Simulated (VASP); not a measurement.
Input of a VASP 6.6.1 run:

Contents of INCAR:

```
PREC = Accurate
ENCUT = 520
EDIFF = 1E-6
ISMEAR = -1
SIGMA = 0.03
LREAL = False
LASPH = True
NELM = 80
ALGO = Normal
ISIF = 2
LWAVE = False
LCHARG = False
GGA = PS
NBANDS = 43
```

Contents of KPOINTS:

```
Automatic mesh
0
Gamma
  4 4 4
```

File POSCAR:

```
CaPbCl6
1.0
    5.0807879890      0.0000000000      0.0000000000
    0.0000000000      3.9553742793      4.4437047997
    0.0000000000     -3.9553742793      4.4437047997
Ca Pb Cl
1 1 6
Direct
    0.5000000000      0.5338943833      0.5338943833
    0.0000000000      0.9586645740      0.9586645740
    0.0000000000      0.8376216178      0.4340211600
    0.0000000000      0.4340211600      0.8376216178
    0.0000000000      0.3657776646      0.3657776646
    0.5000000000      0.6554720656      0.0772719390
    0.5000000000      0.0772719390      0.6554720656
    0.5000000000      0.1372775956      0.1372775956
```

Potentials or basis: VASP PAW PBE potentials, release 64 (Ca_sv, Pb_d, Cl).

The run is started by

```console
$ cat potpaw_PBE.64/Ca_sv/POTCAR potpaw_PBE.64/Pb_d/POTCAR potpaw_PBE.64/Cl/POTCAR > POTCAR
$ mpirun -np 1 vasp_std > vasp.out
```

Question: Estimate the largest force.

Answer: 0.017 eV/Å.

Question: What does it give for the pressure?

Answer: 0.0 GPa.

Question: Predict the band gap on the k mesh.

Answer: Zero (band 33 reaches 3.31 eV, above the bottom of band 34 at 2.24 eV).

Forces on the atoms (eV/Å):
```
Ca   0.000  0.000  0.017
Pb   0.000  0.000 -0.001
Cl   0.000  0.002  0.001
Cl   0.000 -0.002  0.001
Cl   0.000  0.000 -0.007
Cl   0.000  0.009 -0.006
Cl   0.000 -0.009 -0.006
Cl   0.000  0.000  0.001
```

Caveat: the PAW data sets were made with another functional, which shifts forces and pressure a little; spin-orbit coupling is left out, which moves the levels of the heavy elements.
